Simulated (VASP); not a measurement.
# CaPt (Fm-3m) in VASP: single point with PBE0

Aim: the single point of CaPt with PBE0.

All numbers are computed with VASP 6.6.1; they aren't measurements. Logs are shortened: lines on timing, memory, paths and dates and some standing lists are left out, and cuts for length are marked.

### 1 The cell of the first run

It takes space group Fm-3m (No. 225, cubic). Conventional cell: a = 5.266 Å, b = 5.266 Å, c = 5.266 Å, α = 90.00°, β = 90.00°, γ = 90.00°. Ca (site symmetry m-3m) has 6 Pt at 2.63 Å within 3.5 Å. Pt (site symmetry m-3m) has 6 Ca at 2.63 Å within 3.5 Å.

### 2 Single point, PBE0, non-collinear spin, zero start, spin-orbit coupling

POSCAR reads:

```
CaPt
1.0
    0.0000000000      2.6329350000      2.6329350000
    2.6329350000      0.0000000000      2.6329350000
    2.6329350000      2.6329350000      0.0000000000
Ca Pt
1 1
Direct
    0.0000000000      0.0000000000      0.0000000000
    0.5000000000      0.5000000000      0.5000000000
```

INCAR.step1 reads:

```
  PREC = Accurate
  ENCUT = 400
  EDIFF = 1E-5
  ISMEAR = -1
  SIGMA = 0.0157
  LREAL = F
  LASPH = T
  NELM = 200
  ALGO = Normal
  ISIF = 2
  LWAVE = T
  LCHARG = F
  LNONCOLLINEAR = T
  MAGMOM = 0 0 0 0 0 0
  LORBIT = 11
  LSORBIT = T
  GGA_COMPAT = F
  LORBMOM = T
  LMAXMIX = 4
  NBANDS = 32
  GGA = PE
```

INCAR.step2 reads:

```
  PREC = Accurate
  ENCUT = 400
  EDIFF = 1E-6
  ISMEAR = -1
  SIGMA = 0.0157
  LREAL = F
  LASPH = T
  NELM = 200
  ALGO = Normal
  ISIF = 2
  LWAVE = F
  LCHARG = F
  LNONCOLLINEAR = T
  MAGMOM = 0 0 0 0 0 0
  LORBIT = 11
  LSORBIT = T
  GGA_COMPAT = F
  LORBMOM = T
  LMAXMIX = 4
  GGA = PE
  LHFCALC = T
  AEXX = 0.25
  PRECFOCK = Normal
  NBANDS = 32
  ISTART = 1
```

KPOINTS reads:

```
Automatic mesh
0
Gamma
  4 4 4
```

Potentials or basis: VASP PAW PBE potentials, release 64 (Ca_sv, Pt).

The run is started by

```sh
cat potpaw_PBE.64/Ca_sv/POTCAR potpaw_PBE.64/Pt/POTCAR > POTCAR
cp INCAR.step1 INCAR
mpirun -np 1 vasp_ncl > vasp.out
cp INCAR.step2 INCAR
mpirun -np 1 vasp_ncl > vasp.out
```

OUTCAR:

```text
PREC = Accurate
   ENCUT = 400
   EDIFF = 1E-6
   ISMEAR = -1
   LREAL = F
   LASPH = T
   NELM = 200
   ISIF = 2
   LNONCOLLINEAR = T
   LORBIT = 11
   LSORBIT = T
   GGA = PE
   LHFCALC = T
   AEXX = 0.25
   PRECFOCK = Normal
   ISTART = 1

 ion  position               nearest neighbor table
   1  0.000  0.000  0.000-   2 2.63   2 2.63   2 2.63   2 2.63   2 2.63   2 2.63
   2  0.500  0.500  0.500-   1 2.63   1 2.63   1 2.63   1 2.63   1 2.63   1 2.63

  LATTYP: Found a face centered cubic cell.
 ALAT       =     5.2658700000

  Lattice vectors:

 A1 = (   0.0000000000,   2.6329350000,   2.6329350000)
 A2 = (   2.6329350000,   0.0000000000,   2.6329350000)
 A3 = (   2.6329350000,   2.6329350000,   0.0000000000)

Analysis of symmetry for initial positions (statically):
=====================================================================
 Subroutine PRICEL returns:
 Original cell was already a primitive cell.

 Routine SETGRP: Setting up the symmetry group for a
 face centered cubic supercell.

 Subroutine GETGRP returns: Found 48 space group operations
 (whereof 48 operations were pure point group operations)
 out of a pool of 48 trial point group operations.

The static configuration has the point symmetry O_h .

Analysis of symmetry for dynamics (positions and initial velocities):
=====================================================================
 Subroutine PRICEL returns:
 Original cell was already a primitive cell.

 Routine SETGRP: Setting up the symmetry group for a
 face centered cubic supercell.

 Subroutine GETGRP returns: Found 48 space group operations
 (whereof 48 operations were pure point group operations)
 out of a pool of 48 trial point group operations.

The dynamic configuration has the point symmetry O_h .

Analysis of structural, dynamic, and magnetic symmetry:
=====================================================================
 Subroutine PRICEL returns:
 Original cell was already a primitive cell.

 Routine SETGRP: Setting up the symmetry group for a
 face centered cubic supercell.

 Subroutine GETGRP returns: Found 48 space group operations
 (whereof 48 operations were pure point group operations)
 out of a pool of 48 trial point group operations.

The overall configuration has the point symmetry O_h .

 Subroutine INISYM returns: Found 48 space group operations
 (whereof 48 operations are pure point group operations),
 and found     1 'primitive' translations

----------------------------------------------------------------------------------------

                                     Primitive cell

  volume of cell :      36.5048

  direct lattice vectors                    reciprocal lattice vectors
     0.000000000  2.632935000  2.632935000    -0.189902143  0.189902143  0.189902143
     2.632935000  0.000000000  2.632935000     0.189902143 -0.189902143  0.189902143
     2.632935000  2.632935000  0.000000000     0.189902143  0.189902143 -0.189902143

  length of vectors
     3.723532386  3.723532386  3.723532386     0.328920161  0.328920161  0.328920161

  position of ions in fractional coordinates (direct lattice)
     0.000000000  0.000000000  0.000000000
     0.500000000  0.500000000  0.500000000

  ion indices of the primitive-cell ions
   primitive index   ion index
                 1           1
                 2           2

----------------------------------------------------------------------------------------

 KPOINTS: Automatic mesh

Automatic generation of k-mesh.
 Grid dimensions read from file:
[... 87 lines left out ...]
  energy-cutoff  :      400.00
  volume of cell :       36.50
 maximum number of plane-waves:      1368
  NGX = 20; NGY = 20; NGZ = 20

 number of electron      20.0000000 magnetization       0.0000000      0.0000000      0.0000000

 number of electron      20.0000000 magnetization       0.0000000     -0.0000000     -0.0000000

 number of electron      20.0000000 magnetization      -0.0000000      0.0000000      0.0000000

 number of electron      20.0000000 magnetization      -0.0000000     -0.0000000     -0.0000000

 Free energy of the ion-electron system (eV)
  ---------------------------------------------------
  ext. energy  EPLUGINS =         0.00000000
  ---------------------------------------------------
  free energy    TOTEN  =        -9.85166162 eV

  energy without entropy =       -9.85166162  energy(sigma->0) =       -9.85166162

 E-fermi :   5.4348     XC(G=0):  -8.9800

 val. band max:        5.0365094647   @ k =   0.5000   0.0000   0.0000
 cond. band min:       6.9058660553   @ k =   0.5000   0.0000   0.0000
 fundamental gap:      1.8693565906
 Fermi energy:         5.4347514277

 k-point     1 :       0.0000    0.0000    0.0000
  band No.  band energies     occupation
      1     -36.5840      1.00000
      2     -36.5840      1.00000
      3     -16.4048      1.00000
      4     -16.4048      1.00000
      5     -15.9968      1.00000
      6     -15.9968      1.00000
[... 269 lines left out ...]
     31      15.1894      0.00000
     32      15.1894      0.00000

------------------------ aborting loop because EDIFF is reached ----------------------------------------

  FORCE on cell =-STRESS in cart. coord.  units (eV):
  Direction    XX          YY          ZZ          XY          YZ          ZX
  --------------------------------------------------------------------------------------
  -------------------------------------------------------------------------------------
  Total        7.0772700      7.0772700      7.0772700      0.0000000     -0.0000000      0.0000000
  in kB      310.6175136    310.6175136    310.6175136      0.0000000     -0.0000000      0.0000000
  external PRESSURE =     310.6175136 kB  Pullay stress =       0.0000000 kB

 VOLUME and BASIS-vectors are now :
 -----------------------------------------------------------------------------
  energy-cutoff  :      400.00
  volume of cell :       36.50
      direct lattice vectors                 reciprocal lattice vectors
     0.000000000  2.632935000  2.632935000    -0.189902143  0.189902143  0.189902143
     2.632935000  0.000000000  2.632935000     0.189902143 -0.189902143  0.189902143
     2.632935000  2.632935000  0.000000000     0.189902143  0.189902143 -0.189902143

 POSITION                                       TOTAL-FORCE (eV/Angst)
 -----------------------------------------------------------------------------------
      0.00000      0.00000      0.00000         0.000000      0.000000     -0.000000
      2.63293      2.63293      2.63293         0.000000      0.000000      0.000000
 -----------------------------------------------------------------------------------
    total drift:                                0.000000     -0.000000     -0.000000

  FREE ENERGIE OF THE ION-ELECTRON SYSTEM (eV)
  ---------------------------------------------------
  free  energy   TOTEN  =        -9.8516616219 eV

  energy  without entropy=       -9.8516616219  energy(sigma->0) =       -9.85166162

 orbital moment (x)

 # of ion     p       d       tot
 ----------------------------------------
  1        -0.000  -0.000  -0.000
  2        -0.000  -0.000  -0.000
 ----------------------------------------
           -0.000  -0.000  -0.000

 orbital moment (y)

 # of ion     p       d       tot
 ----------------------------------------
  1        -0.000  -0.000  -0.000
  2        -0.000  -0.000  -0.000
 ----------------------------------------
           -0.000  -0.000  -0.000

 orbital moment (z)

 # of ion     p       d       tot
 ----------------------------------------
  1        -0.000   0.000   0.000
  2         0.000  -0.000  -0.000
 ----------------------------------------
           -0.000  -0.000  -0.000

 Spin-Orbit-Coupling matrix elements

 Ion:    1  E_soc:     -0.0079033
 l=   1
     0.0000000    -0.0012848    -0.0012848
    -0.0012848     0.0000000    -0.0012848
    -0.0012848    -0.0012848     0.0000000
 l=   2
     0.0000000     0.0000024     0.0000000     0.0000024    -0.0000349
     0.0000024     0.0000000    -0.0000261     0.0000024    -0.0000087
     0.0000000    -0.0000261     0.0000000    -0.0000261     0.0000000
     0.0000024     0.0000024    -0.0000261     0.0000000    -0.0000087
    -0.0000349    -0.0000087     0.0000000    -0.0000087     0.0000000
 l=   3
     0.0000000     0.0000000     0.0000000     0.0000000     0.0000000     0.0000000     0.0000000
     0.0000000     0.0000000     0.0000000     0.0000000     0.0000000     0.0000000     0.0000000
     0.0000000     0.0000000     0.0000000     0.0000000     0.0000000     0.0000000     0.0000000
     0.0000000     0.0000000     0.0000000     0.0000000     0.0000000     0.0000000     0.0000000
     0.0000000     0.0000000     0.0000000     0.0000000     0.0000000     0.0000000     0.0000000
     0.0000000     0.0000000     0.0000000     0.0000000     0.0000000     0.0000000     0.0000000
     0.0000000     0.0000000     0.0000000     0.0000000     0.0000000     0.0000000     0.0000000

 Ion:    2  E_soc:     -0.4479836
 l=   1
     0.0000000    -0.0080517    -0.0080517
    -0.0080517     0.0000000    -0.0080517
    -0.0080517    -0.0080517     0.0000000
 l=   2
     0.0000000    -0.0162021     0.0000000    -0.0162021    -0.0504101
    -0.0162021     0.0000000    -0.0378076    -0.0162021    -0.0126025
     0.0000000    -0.0378076     0.0000000    -0.0378076     0.0000000
    -0.0162021    -0.0162021    -0.0378076     0.0000000    -0.0126025
    -0.0504101    -0.0126025     0.0000000    -0.0126025     0.0000000
 l=   3
     0.0000000     0.0000000     0.0000000     0.0000000     0.0000000     0.0000000     0.0000000
     0.0000000     0.0000000     0.0000000     0.0000000     0.0000000     0.0000000     0.0000000
     0.0000000     0.0000000     0.0000000     0.0000000     0.0000000     0.0000000     0.0000000
     0.0000000     0.0000000     0.0000000     0.0000000     0.0000000     0.0000000     0.0000000
     0.0000000     0.0000000     0.0000000     0.0000000     0.0000000     0.0000000     0.0000000
     0.0000000     0.0000000     0.0000000     0.0000000     0.0000000     0.0000000     0.0000000
     0.0000000     0.0000000     0.0000000     0.0000000     0.0000000     0.0000000     0.0000000

 total charge

# of ion       s       p       d       tot
------------------------------------------
    1        2.095   5.883   0.442   8.421
    2        0.988   0.146   8.554   9.689
--------------------------------------------------
tot          3.083   6.030   8.996  18.109

 magnetization (x)

# of ion       s       p       d       tot
------------------------------------------
    1       -0.000  -0.000   0.000  -0.000
    2       -0.000   0.000   0.000  -0.000
--------------------------------------------------
tot         -0.000  -0.000   0.000  -0.000

 magnetization (y)

# of ion       s       p       d       tot
------------------------------------------
    1        0.000  -0.000   0.000   0.000
    2        0.000   0.000   0.000   0.000
--------------------------------------------------
tot          0.000  -0.000   0.000   0.000

 magnetization (z)

# of ion       s       p       d       tot
------------------------------------------
    1       -0.000   0.000   0.000  -0.000
    2        0.000  -0.000   0.000   0.000
--------------------------------------------------
tot          0.000   0.000   0.000   0.000
```

Wall time 63 min (1 thread of AMD EPYC 7R13, shared host); peak memory 0.2 GiB.

Results:

```
Free energy                                           : -9.8517 eV
Pressure                                              : 31.1 GPa
Net moment                                            : 0.00 μB per cell
Valence electrons inside the program's atomic spheres : Ca 8.42; Pt 9.69
```

Moments on the atoms (μB; x, y, z):
```
Ca  0.00 0.00 0.00
Pt  0.00 0.00 0.00
```

Caveat: the k points lie up to 0.52 Å⁻¹ apart; the PAW data sets were made with another functional, which shifts forces and pressure a little.
